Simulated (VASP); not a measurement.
# BaTl (Fm-3m) in VASP: a series of runs, part 2 of 2

VASP 6.6.1. The steps go on from the part before.

## Step 4: Single point, PBE

This run uses another cell than the first one: it holds 8 atoms, not 2.

Input file INCAR:

```
ALGO = Normal
EDIFF = 1E-7
ENCUT = 520
GGA = PE
ISIF = 2
ISMEAR = 0
LASPH = True
LCHARG = False
LREAL = False
LWAVE = False
NBANDS = 56
NELM = 100
PREC = Accurate
SIGMA = 0.2
```

Input file KPOINTS:

```
k-points
0
Gamma
  4 4 4
```

Input file POSCAR:

```
BaTl
1.0
    3.6297804326      3.6297804326      0.0000000000
    3.6297804326     -3.6297804326      7.2595608653
    3.6297804326     -3.6297804326     -7.2595608653
Ba Tl
4 4
Direct
    0.0000000000      0.2500000000      0.7500000000
    0.5000000000      0.7500000000      0.7500000000
    0.5000000000      0.2500000000      0.2500000000
    0.0000000000      0.7500000000      0.2500000000
    0.5000000000      1.0000000000      0.5000000000
    0.0000000000      0.5000000000      0.5000000000
    0.0000000000      0.0000000000      1.0000000000
    0.5000000000      0.5000000000      1.0000000000
```

Command:

```sh
$ cat potpaw_PBE.64/Ba_sv/POTCAR potpaw_PBE.64/Tl_d/POTCAR > POTCAR
$ mpirun -np 1 vasp_std > vasp.out
```

Wall time 4.2 min (1 thread of AMD EPYC 9R45 (Zen 5), shared host); peak memory 0.64 GiB.

The run converged. Its results:

* Free energy: -17.6083 eV
* Pressure: 0.1 GPa
* Band gap on the k mesh: zero (band 46 reaches 2.84 eV, above the bottom of band 47 at 2.39 eV)

Levels at points of the mesh, in eV from the Fermi level:
| k point | band 44 | band 45 | band 46 | band 47 | band 48 | band 49 |
| --- | --- | --- | --- | --- | --- | --- |
| (0.00, 0.00, 0.00) | -0.02 | -0.02 | -0.01 | -0.01 | 0.64 | 1.20 |
| (0.50, 0.00, 0.00) | -0.28 | -0.28 | -0.28 | -0.24 | -0.24 | -0.05 |
| (0.00, 0.50, 0.00) | -0.54 | -0.12 | -0.12 | 0.47 | 0.47 | 0.61 |
| (0.50, 0.50, 0.00) | -1.05 | -0.11 | -0.11 | -0.11 | -0.11 | 0.47 |
| (0.00, 0.50, 0.50) | -0.65 | -0.04 | -0.04 | 0.16 | 0.16 | 1.13 |
| (0.50, 0.50, 0.50) | -0.48 | -0.02 | -0.02 | -0.02 | -0.02 | 0.63 |

Caveat: spin-orbit coupling is left out, which moves the levels of the heavy elements.

## Step 5: Single point, PBE

This run uses another cell than the first one, of 24.17 Å³/atom, 0.505 times its volume.

Input file INCAR:

```
PREC = Accurate
ENCUT = 520
EDIFF = 1E-6
ISMEAR = 0
SIGMA = 0.1
LREAL = False
LASPH = True
NELM = 100
ALGO = Normal
ISIF = 2
LWAVE = False
LCHARG = False
GGA = PE
NBANDS = 18
```

Input file KPOINTS:

```
regular mesh
0
Gamma
  6 6 6
```

Input file POSCAR:

```
BaTl
1.0
    0.0000000000      2.8911991500      2.8911991500
    2.8911991500      0.0000000000      2.8911991500
    2.8911991500      2.8911991500      0.0000000000
Ba Tl
1 1
Direct
    0.5000000000      0.5000000000      0.5000000000
    0.0000000000      0.0000000000      0.0000000000
```

Command:

```sh
$ cat potpaw_PBE.64/Ba_sv/POTCAR potpaw_PBE.64/Tl_d/POTCAR > POTCAR
$ mpirun -np 1 vasp_std > vasp.out
```

Run time: 16 s. Hardware: 1 thread of Intel Xeon 6975P-C, shared host; peak memory 0.17 GiB.

The run converged. Its results:

```yaml
Free_energy: -0.3061 eV
Pressure: 49.0 GPa
```

Levels at points of the mesh, in eV from the Fermi level:
```csv
k point,band 7,band 8,band 9,band 10,band 11,band 12,band 13,band 14,band 15,band 16
"(0.00, 0.00, 0.00)",-12.68,-12.68,-12.68,-8.23,2.36,2.36,2.36,4.34,4.34,4.34
"(0.50, 0.00, 0.00)",-12.27,-10.75,-10.75,-4.11,-3.20,-0.87,-0.87,4.92,4.92,5.58
"(0.50, 0.50, 0.00)",-12.52,-12.43,-12.43,-7.77,-0.06,1.27,3.42,3.42,6.46,6.46
```

Caveat: spin-orbit coupling is left out, which moves the levels of the heavy elements.

## Step 6: Single point, PBE

This run uses another cell than the first one, of 48.24 Å³/atom, 1.009 times its volume.

Input file INCAR:

```
ALGO     = Normal         # electronic algorithm
EDIFF    = 1E-6           # SCF threshold, eV
ENCUT    = 520            # plane-wave cutoff, eV
GGA      = PE             # functional
ISIF     = 2              # what is computed and relaxed
ISMEAR   = 0              # smearing method
LASPH    = T              # aspherical terms in the spheres
LCHARG   = F              # write CHGCAR
LREAL    = F              # projectors in reciprocal space
LWAVE    = F              # write WAVECAR
NBANDS   = 18             # bands
NELM     = 60             # most SCF steps
PREC     = Accurate       # precision mode
SIGMA    = 0.1            # smearing width, eV
```

Input file KPOINTS:

```
k-points
0
Gamma
  6 6 6
```

Input file POSCAR:

```
BaTl
1.0
    0.0000000000      3.6403792796      3.6403792796
    3.6403792796      0.0000000000      3.6403792796
    3.6403792796      3.6403792796      0.0000000000
Ba Tl
1 1
Direct
    0.5000000000      0.5000000000      0.5000000000
    0.0000000000      0.0000000000      0.0000000000
```

Potentials or basis: VASP PAW PBE potentials, release 64 (Ba_sv, Tl_d).

Command:

```sh
$ cat potpaw_PBE.64/Ba_sv/POTCAR potpaw_PBE.64/Tl_d/POTCAR > POTCAR
$ mpirun -np 1 vasp_std > vasp.out
```

OUTCAR:

```text
EDIFF = 1E-6
   ENCUT = 520
   GGA = PE
   ISIF = 2
   ISMEAR = 0
   LASPH = T
   LREAL = F
   NELM = 60
   PREC = Accurate

 ion  position               nearest neighbor table
   1  0.500  0.500  0.500-   2 3.64   2 3.64   2 3.64   2 3.64   2 3.64   2 3.64
   2  0.000  0.000  0.000-   1 3.64   1 3.64   1 3.64   1 3.64   1 3.64   1 3.64

  LATTYP: Found a face centered cubic cell.
 ALAT       =     7.2807585592

  Lattice vectors:

[... 512 lines left out ...]

------------------------ aborting loop because EDIFF is reached ----------------------------------------

  FORCE on cell =-STRESS in cart. coord.  units (eV):
  Direction    XX          YY          ZZ          XY          YZ          ZX
  --------------------------------------------------------------------------------------
  -------------------------------------------------------------------------------------
  Total       -0.0455996     -0.0455996     -0.0455996      0.0000000      0.0000000      0.0000000
  in kB       -0.7571837     -0.7571837     -0.7571837      0.0000000      0.0000000      0.0000000
  external PRESSURE =      -0.7571837 kB  Pullay stress =       0.0000000 kB

 VOLUME and BASIS-vectors are now :
 -----------------------------------------------------------------------------
  energy-cutoff  :      520.00
  volume of cell :       96.49
      direct lattice vectors                 reciprocal lattice vectors
     0.000000000  3.640379280  3.640379280    -0.137348326  0.137348326  0.137348326
     3.640379280  0.000000000  3.640379280     0.137348326 -0.137348326  0.137348326
     3.640379280  3.640379280  0.000000000     0.137348326  0.137348326 -0.137348326

 POSITION                                       TOTAL-FORCE (eV/Angst)
 -----------------------------------------------------------------------------------
      3.64038      3.64038      3.64038         0.000000      0.000000      0.000000
      0.00000      0.00000      0.00000        -0.000000     -0.000000     -0.000000
 -----------------------------------------------------------------------------------
    total drift:                                0.000000     -0.000000     -0.000000

  FREE ENERGIE OF THE ION-ELECTRON SYSTEM (eV)
  ---------------------------------------------------
  free  energy   TOTEN  =        -4.3357587232 eV

  energy  without entropy=       -4.3038844514  energy(sigma->0) =       -4.31982159
```

OSZICAR:

```text
N       E                     dE             d eps       ncg     rms          rms(c)
DAV:   1     0.134136709304E+03    0.13414E+03   -0.10403E+04   576   0.106E+03
DAV:   2     0.225040862285E+01   -0.13189E+03   -0.12973E+03   710   0.230E+02
DAV:   3    -0.421131927525E+01   -0.64617E+01   -0.64214E+01   804   0.460E+01
DAV:   4    -0.437129626162E+01   -0.15998E+00   -0.15972E+00   796   0.558E+00
DAV:   5    -0.437526806310E+01   -0.39718E-02   -0.39715E-02   762   0.621E-01    0.236E+00
DAV:   6    -0.433658609936E+01    0.38682E-01   -0.11142E-01   624   0.208E+00    0.131E+00
DAV:   7    -0.433509884623E+01    0.14873E-02   -0.32363E-02   690   0.129E+00    0.529E-01
DAV:   8    -0.433571740020E+01   -0.61855E-03   -0.52574E-03   604   0.602E-01    0.566E-02
DAV:   9    -0.433572690462E+01   -0.95044E-05   -0.17128E-04   800   0.872E-02    0.210E-02
DAV:  10    -0.433575609525E+01   -0.29191E-04   -0.45225E-05   726   0.469E-02    0.571E-03
DAV:  11    -0.433575870113E+01   -0.26059E-05   -0.45062E-06   680   0.146E-02    0.281E-03
DAV:  12    -0.433575872316E+01   -0.22029E-07   -0.38087E-07   362   0.349E-03
   1 F= -.43357587E+01 E0= -.43198216E+01  d E =-.318743E-01
```

Wall time 30 s (1 thread of Intel Xeon 6975P-C, shared host); peak memory 0.25 GiB.

Results:

| Item | Value |
| --- | --- |
| Free energy | -4.3358 eV |
| Pressure | -0.1 GPa |

Levels at points of the mesh, in eV from the Fermi level:
| k point | band 8 | band 9 | band 10 | band 11 | band 12 | band 13 | band 14 | band 15 |
| --- | --- | --- | --- | --- | --- | --- | --- | --- |
| (0.00, 0.00, 0.00) | -11.66 | -11.66 | -6.91 | 1.90 | 1.90 | 1.90 | 2.21 | 2.21 |
| (0.50, 0.00, 0.00) | -11.62 | -11.62 | -5.95 | -1.85 | -0.04 | -0.04 | 3.32 | 3.38 |
| (0.50, 0.50, 0.00) | -11.63 | -11.63 | -6.33 | -0.52 | 0.61 | 1.15 | 1.15 | 3.51 |

Caveat: spin-orbit coupling is left out, which moves the levels of the heavy elements.

## Step 7: Relaxation of cell and atoms, PBE

This run uses another cell than the first one, of 24.17 Å³/atom, 0.505 times its volume.

Input file INCAR:

```
SYSTEM = BaTl
PREC = Accurate
ENCUT = 600
EDIFF = 1E-6
ISMEAR = 0
SIGMA = 0.1
LREAL = .FALSE.
LASPH = .TRUE.
NELM = 100
ALGO = Fast
ISIF = 3
LWAVE = .FALSE.
LCHARG = .FALSE.
GGA = PE
IBRION = 2
NSW = 90
EDIFFG = -0.04
```

Input file KPOINTS:

```
Automatic mesh
0
G
  6 6 6
  0 0 0
```

Input file POSCAR:

```
BaTl
1.0
    0.0000000000      2.8911991500      2.8911991500
    2.8911991500      0.0000000000      2.8911991500
    2.8911991500      2.8911991500      0.0000000000
Ba Tl
1 1
Direct
    0.5000000000      0.5000000000      0.5000000000
    0.0000000000      0.0000000000      0.0000000000
```

Command:

```sh
$ cat potpaw_PBE.64/Ba_sv/POTCAR potpaw_PBE.64/Tl_d/POTCAR > POTCAR
$ mpirun -np 1 vasp_std > vasp.out
```

It took 98 s on 1 thread of Intel Xeon 6975P-C, shared host; peak memory 0.22 GiB.

The run converged. Its results:

| Item | Value |
| --- | --- |
| Free energy | -4.3259 eV |
| Relaxed volume | 47.91 Å³/atom |
| Relaxed cell | a = 5.136 Å, b = 5.136 Å, c = 5.136 Å, α = 60.00°, β = 60.00°, γ = 60.00° |
| Space group after relaxing (to 0.05 Å) | Fm-3m (No. 225) |
| Energy gained by relaxing | 2009.8 meV/atom |
| Ionic steps | 5 |
| Pressure after relaxing | 0.0 GPa |

Step by step:
```csv
step,energy change (eV),largest force (eV/Å),pressure (GPa),volume (Å³)
1,0.0000,0.0000,49.02,48.34
2,-3.7799,0.0000,-2.46,120.72
3,-3.9993,0.0000,1.20,90.11
4,-4.0174,0.0000,-0.35,97.68
5,-4.0196,0.0000,-0.02,95.82
```

Final structure:
```yaml
crystal:
  lattice:
    - [0.00000, 3.63203, 3.63203]
    - [3.63203, 0.00000, 3.63203]
    - [3.63203, 3.63203, 0.00000]
  atoms:
    - { symbol: Ba, position: [0.50000, 0.50000, 0.50000] }
    - { symbol: Tl, position: [0.00000, 0.00000, 0.00000] }
```

Levels at points of the mesh, in eV from the Fermi level:
```
           k point  band 7  band 8  band 9  band 10  band 11  band 12  band 13  band 14  band 15
(0.00, 0.00, 0.00)  -11.66  -11.66  -11.66    -6.92     1.91     1.91     1.91     2.22     2.22
(0.50, 0.00, 0.00)  -11.64  -11.62  -11.62    -5.95    -1.86    -0.05    -0.05     3.40     3.40
(0.50, 0.50, 0.00)  -11.67  -11.63  -11.63    -6.34    -0.52     0.61     1.16     1.16     3.53
```

Caveat: the volume moved by over 15 % at a fixed basis, so the end points are rough; spin-orbit coupling is left out, which moves the levels of the heavy elements.

## Step 8: Summary

| task | cell | k mesh | cutoff (eV) | smearing | gap on the mesh (eV) | pressure (GPa) | relaxed volume (Å³/atom) |
| --- | --- | --- | --- | --- | --- | --- | --- |
| single point | a = 5.133 Å, angles 60.0°, 2 atoms | 14 × 14 × 14 | 520 | gaussian 0.1 eV | none | 0.1 | - |
| relaxation of cell and atoms | relaxed from a = 5.148 Å, angles 60.0°, 2 atoms | 14 × 14 × 14 | 600 | gaussian 0.1 eV | none | 0.0 | 48.10 |
| single point | a = 5.133, b = 8.891, c = 8.891 Å, angles 109.5, 90.0, 90.0°, 8 atoms | 4 × 4 × 4 | 520 | gaussian 0.2 eV | none | 0.1 | - |
| single point | a = 4.089 Å, angles 60.0°, 2 atoms | 6 × 6 × 6 | 520 | gaussian 0.1 eV | none | 49.0 | - |
| single point | a = 5.148 Å, angles 60.0°, 2 atoms | 6 × 6 × 6 | 520 | gaussian 0.1 eV | none | -0.1 | - |
| relaxation of cell and atoms | relaxed from a = 4.089 Å, angles 60.0°, 2 atoms | 6 × 6 × 6 | 600 | gaussian 0.1 eV | none | 0.0 | 47.91 |

Alike in all rows: level PBE; potentials or basis VASP PAW PBE potentials, release 64 (Ba_sv, Tl_d); no spin polarisation.

Caveats: spin-orbit coupling is left out, which moves the levels of the heavy elements; the volume moved by over 15 % at a fixed basis, so the end points are rough (some runs).

Absolute energies hang on the potentials; compare differences alone.
